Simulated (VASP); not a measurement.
# TaN (P-6m2) in VASP: notebook, part 2 of 2

VASP 6.6.1.

## Step 3: Single point, PBEsol

This run uses another cell than the first one, of the same volume but with other edges.

Contents of INCAR:

```
PREC = Accurate
ENCUT = 520
EDIFF = 1E-6
ISMEAR = 0
SIGMA = 0.15
LREAL = False
LASPH = True
NELM = 60
ALGO = Normal
ISIF = 2
LWAVE = False
LCHARG = False
GGA = PS
NBANDS = 15
```

Contents of KPOINTS:

```
regular mesh
0
Gamma
  18 18 16
```

Contents of POSCAR:

```
TaN
1.0
    2.8144000000      0.0000000000      0.0000000000
   -1.4072000000      2.4373418964      0.0000000000
    0.0000000000      0.0000000000      2.9784000000
Ta N
1 1
Direct
    0.3333333333      0.6666666667      0.5000000000
    0.0000000000      0.0000000000      0.0000000000
```

Potentials or basis: VASP PAW PBE potentials, release 64 (Ta_pv, N).

On the command line:

```sh
$ cat potpaw_PBE.64/Ta_pv/POTCAR potpaw_PBE.64/N/POTCAR > POTCAR
$ mpirun -np 1 vasp_std > vasp.out
```

It took 74 s on 1 thread of Intel Xeon 8259CL, shared host; peak memory 0.23 GiB.

The run converged. Its results:

```
Free energy            : -23.6074 eV
Pressure               : 15.5 GPa
Band gap on the k mesh : zero (bands 8 and 9 overlap by 0.51 eV)
```

Stress tensor (GPa, compression positive):
```
 32.16   0.00   0.00
  0.00  32.16   0.00
  0.00   0.00 -17.83
```

Levels at points of the mesh, in eV from the Fermi level:
| k point | band 6 | band 7 | band 8 | band 9 | band 10 | band 11 |
| --- | --- | --- | --- | --- | --- | --- |
| (0.00, 0.00, 0.00) | -4.07 | -4.07 | -3.31 | 3.42 | 3.47 | 3.47 |
| (0.50, 0.00, 0.00) | -6.01 | -3.79 | -2.75 | 2.98 | 5.09 | 5.13 |
| (0.00, 0.00, 0.50) | -3.15 | -3.15 | -0.14 | -0.14 | 1.45 | 4.07 |
| (0.50, 0.00, 0.50) | -6.42 | -5.33 | -0.46 | 4.53 | 5.83 | 6.37 |

Caveat: the cell stands under pressure; the PAW data sets were made with another functional, which shifts forces and pressure a little; spin-orbit coupling is left out, which moves the levels of the heavy elements.

## Step 4: Single point, PBEsol

Contents of INCAR:

```
SYSTEM = TaN
  PREC = Accurate
  ENCUT = 520
  EDIFF = 1E-6
  ISMEAR = 0
  SIGMA = 0.15
  LREAL = .FALSE.
  LASPH = .TRUE.
  NELM = 60
  ALGO = Normal
  ISIF = 2
  LWAVE = .FALSE.
  LCHARG = .FALSE.
  GGA = PS
  NBANDS = 15
```

Contents of KPOINTS:

```
regular mesh
0
G
  18 18 16
  0 0 0
```

Contents of POSCAR:

```
TaN
1.0
    2.8875000000      0.0000000000      0.0000000000
   -1.4437500000      2.5006483534      0.0000000000
    0.0000000000      0.0000000000      2.8349000000
Ta N
1 1
Direct
    0.3333333333      0.6666666667      0.5000000000
    0.0000000000      0.0000000000      0.0000000000
```

On the command line:

```sh
$ cat potpaw_PBE.64/Ta_pv/POTCAR potpaw_PBE.64/N/POTCAR > POTCAR
$ mpirun -np 1 vasp_std > vasp.out
```

It took 74 s on 1 thread of Intel Xeon 8259CL, shared host; peak memory 0.23 GiB.

It converged, with:

```yaml
Free_energy: -23.7653 eV
Pressure: 15.9 GPa
Band_gap_on_the_k_mesh: zero (bands 8 and 9 overlap by 0.45 eV)
```

Stress tensor (GPa, compression positive):
```
15.25  0.00  0.00
 0.00 15.25  0.00
 0.00  0.00 17.24
```

Levels at points of the mesh, in eV from the Fermi level:
```
           k point  band 6  band 7  band 8  band 9  band 10  band 11
(0.00, 0.00, 0.00)   -4.75   -4.43   -2.93    2.66     3.88     3.88
(0.50, 0.00, 0.00)   -5.42   -3.68   -3.21    3.24     4.40     5.56
(0.00, 0.00, 0.50)   -3.88   -3.88   -0.08   -0.08     2.63     3.50
(0.50, 0.00, 0.50)   -6.35   -5.95   -0.19    4.58     5.82     6.59
```

Caveat: the cell stands under pressure; the PAW data sets were made with another functional, which shifts forces and pressure a little; spin-orbit coupling is left out, which moves the levels of the heavy elements.

## Step 5: Single point, PBEsol

This run uses another cell than the first one, of 10.34 Å³/atom.

Contents of INCAR:

```
PREC = Accurate
ENCUT = 520
EDIFF = 1E-6
ISMEAR = 0
SIGMA = 0.15
LREAL = False
LASPH = True
NELM = 80
ALGO = Normal
ISIF = 2
LWAVE = False
LCHARG = True
GGA = PS
LELF = True
LVHAR = True
NBANDS = 15
```

Contents of KPOINTS:

```
regular mesh
0
Gamma
  18 18 16
```

Contents of POSCAR:

```
TaN
1.0
    2.8144000000      0.0000000000      0.0000000000
   -1.4072000000      2.4373418964      0.0000000000
    0.0000000000      0.0000000000      3.0143000000
Ta N
1 1
Direct
    0.3333333333      0.6666666667      0.5000000000
    0.0000000000      0.0000000000      0.0000000000
```

On the command line:

```sh
$ cat potpaw_PBE.64/Ta_pv/POTCAR potpaw_PBE.64/N/POTCAR > POTCAR
$ mpirun -np 1 vasp_std > vasp.out
```

It took 66 s on 1 thread of Intel Xeon 8259CL, shared host; peak memory 0.23 GiB.

The run converged. Its results:

| Quantity | Value |
| --- | --- |
| Free energy | -23.5725 eV |
| Pressure | 10.5 GPa |
| Band gap on the k mesh | zero (bands 8 and 9 overlap by 0.43 eV) |

Stress tensor (GPa, compression positive):
```
 29.66   0.00   0.00
  0.00  29.66   0.00
  0.00   0.00 -27.75
```

Levels at points of the mesh, in eV from the Fermi level:
```csv
k point,band 4,band 5,band 6,band 7,band 8,band 9,band 10,band 11,band 12,band 13
"(0.00, 0.00, 0.00)",-17.85,-4.69,-3.91,-3.91,-3.34,3.36,3.36,3.45,4.21,4.21
"(0.50, 0.00, 0.00)",-15.14,-8.32,-6.01,-3.77,-2.64,2.91,5.00,5.10,6.35,7.63
"(0.00, 0.00, 0.50)",-15.20,-9.60,-2.99,-2.99,-0.14,-0.14,1.23,4.11,4.11,9.01
"(0.50, 0.00, 0.50)",-15.70,-7.43,-6.37,-5.15,-0.54,4.41,5.59,6.36,7.59,10.71
```

Caveat: the cell stands under pressure; the PAW data sets were made with another functional, which shifts forces and pressure a little; spin-orbit coupling is left out, which moves the levels of the heavy elements.

## Step 6: Single point, PBEsol

This run uses another cell than the first one, of 10.36 Å³/atom.

Contents of INCAR:

```
SYSTEM = TaN
PREC = Accurate ; ENCUT = 520
EDIFF = 1E-7 ; ISMEAR = 0
SIGMA = 0.15 ; LREAL = .FALSE.
LASPH = .TRUE. ; NELM = 80
ALGO = Normal ; ISIF = 2
LWAVE = .FALSE. ; LCHARG = .FALSE.
GGA = PS ; NBANDS = 15
```

Contents of KPOINTS:

```
regular mesh
0
G
  18 18 16
  0 0 0
```

Contents of POSCAR:

```
TaN
1.0
    2.8509000000      0.0000000000      0.0000000000
   -1.4254500000      2.4689518237      0.0000000000
    0.0000000000      0.0000000000      2.9425000000
Ta N
1 1
Direct
    0.3333333333      0.6666666667      0.5000000000
    0.0000000000      0.0000000000      0.0000000000
```

Potentials or basis: VASP PAW PBE potentials, release 64 (Ta_pv, N).

On the command line:

```sh
$ cat potpaw_PBE.64/Ta_pv/POTCAR potpaw_PBE.64/N/POTCAR > POTCAR
$ mpirun -np 1 vasp_std > vasp.out
```

OUTCAR:

```text
SYSTEM = TaN
   PREC = Accurate
   ENCUT = 520
   EDIFF = 1E-7
   ISMEAR = 0
   LREAL = .FALSE.
   LASPH = .TRUE.
   NELM = 80
   ISIF = 2
   GGA = PS

 ion  position               nearest neighbor table
   1  0.333  0.667  0.500-   2 2.21   2 2.21   2 2.21   2 2.21   2 2.21   2 2.21
   2  0.000  0.000  0.000-   1 2.21   1 2.21   1 2.21   1 2.21   1 2.21   1 2.21

  LATTYP: Found a hexagonal cell.
 ALAT       =     2.8509000000
 C/A-ratio  =     1.0321302045

  Lattice vectors:

[... 621 lines left out ...]

  FORCE on cell =-STRESS in cart. coord.  units (eV):
  Direction    XX          YY          ZZ          XY          YZ          ZX
  --------------------------------------------------------------------------------------
  -------------------------------------------------------------------------------------
  Total        2.6920364      2.6920364     -1.5250661      0.0000000      0.0000000      0.0000000
  in kB      208.2478115    208.2478115   -117.9745115      0.0000000      0.0000000      0.0000000
  external PRESSURE =      99.5070372 kB  Pullay stress =       0.0000000 kB

 VOLUME and BASIS-vectors are now :
 -----------------------------------------------------------------------------
  energy-cutoff  :      520.00
  volume of cell :       20.71
      direct lattice vectors                 reciprocal lattice vectors
     2.850900000  0.000000000  0.000000000     0.350766425  0.202515090  0.000000000
    -1.425450000  2.468951824  0.000000000     0.000000000  0.405030179  0.000000000
     0.000000000  0.000000000  2.942500000     0.000000000  0.000000000  0.339847069

 POSITION                                       TOTAL-FORCE (eV/Angst)
 -----------------------------------------------------------------------------------
     -0.00000      1.64597      1.47125         0.000000     -0.000000      0.000000
      0.00000      0.00000      0.00000        -0.000000      0.000000      0.000000
 -----------------------------------------------------------------------------------
    total drift:                                0.000000     -0.000000     -0.000000

  FREE ENERGIE OF THE ION-ELECTRON SYSTEM (eV)
  ---------------------------------------------------
  free  energy   TOTEN  =       -23.7180931002 eV

  energy  without entropy=      -23.7174473812  energy(sigma->0) =      -23.71777024
```

OSZICAR:

```text
N       E                     dE             d eps       ncg     rms          rms(c)
DAV:   1     0.905050043593E+02    0.90505E+02   -0.87726E+03  9998   0.114E+03
DAV:   2    -0.232020455614E+02   -0.11371E+03   -0.10699E+03 12041   0.309E+02
DAV:   3    -0.260187818059E+02   -0.28167E+01   -0.28032E+01 11404   0.452E+01
DAV:   4    -0.260297507535E+02   -0.10969E-01   -0.10965E-01 13105   0.305E+00
DAV:   5    -0.260298111487E+02   -0.60395E-04   -0.60391E-04 11509   0.212E-01    0.254E+01
DAV:   6    -0.238152377616E+02    0.22146E+01   -0.34703E+00 13100   0.224E+01    0.111E+01
DAV:   7    -0.237540284252E+02    0.61209E-01   -0.59337E-01 10592   0.590E+00    0.737E+00
DAV:   8    -0.237246151040E+02    0.29413E-01   -0.12844E-01 12727   0.307E+00    0.141E+00
DAV:   9    -0.237182047693E+02    0.64103E-02   -0.13089E-02 11327   0.962E-01    0.180E-01
DAV:  10    -0.237181572837E+02    0.47486E-04   -0.10076E-03 12412   0.376E-01    0.716E-02
DAV:  11    -0.237180927405E+02    0.64543E-04   -0.81570E-05 11880   0.103E-01    0.873E-03
DAV:  12    -0.237180931364E+02   -0.39595E-06   -0.10676E-05 10606   0.298E-02    0.435E-03
DAV:  13    -0.237180931002E+02    0.36261E-07   -0.41157E-08  9097   0.198E-03
   1 F= -.23718093E+02 E0= -.23717770E+02  d E =-.645719E-03
```

Wall time 64 s (1 thread of Intel Xeon 8259CL, shared host); peak memory 0.23 GiB.

Results:

```yaml
Free_energy: -23.7181 eV
Pressure: 10.0 GPa
Band_gap_on_the_k_mesh: zero (bands 8 and 9 overlap by 0.43 eV)
```

Levels at points of the mesh, in eV from the Fermi level:
```tsv
k point	band 5	band 6	band 7	band 8	band 9	band 10	band 11	band 12
(0.00, 0.00, 0.00)	-4.53	-4.26	-4.26	-3.18	3.04	3.54	3.54	4.19
(0.50, 0.00, 0.00)	-8.41	-5.76	-3.68	-2.89	2.99	4.79	5.19	6.04
(0.00, 0.00, 0.50)	-9.60	-3.37	-3.37	-0.12	-0.12	1.82	3.83	3.83
(0.50, 0.00, 0.50)	-7.47	-6.36	-5.48	-0.41	4.47	5.98	6.07	7.58
```

Caveat: the cell stands under pressure; the PAW data sets were made with another functional, which shifts forces and pressure a little; spin-orbit coupling is left out, which moves the levels of the heavy elements.

## Step 7: The runs side by side

```tsv
cell	gap on the mesh (eV)	pressure (GPa)
a = 2.851, b = 2.851, c = 2.907 Å, angles 90.0, 90.0, 120.0°, 2 atoms	none	15.2
a = 2.814, b = 2.814, c = 2.978 Å, angles 90.0, 90.0, 120.0°, 2 atoms	none	15.5
a = 2.888, b = 2.887, c = 2.835 Å, angles 90.0, 90.0, 120.0°, 2 atoms	none	15.9
a = 2.814, b = 2.814, c = 3.014 Å, angles 90.0, 90.0, 120.0°, 2 atoms	none	10.5
a = 2.851, b = 2.851, c = 2.942 Å, angles 90.0, 90.0, 120.0°, 2 atoms	none	10.0
```

Alike in all rows: task single point; level PBEsol; potentials or basis VASP PAW PBE potentials, release 64 (Ta_pv, N); no spin polarisation; k mesh 18 × 18 × 16; cutoff (eV) 520; smearing gaussian 0.15 eV.

Caveats: the cell stands under pressure; the PAW data sets were made with another functional, which shifts forces and pressure a little; spin-orbit coupling is left out, which moves the levels of the heavy elements.

Absolute energies hang on the potentials; compare differences alone.
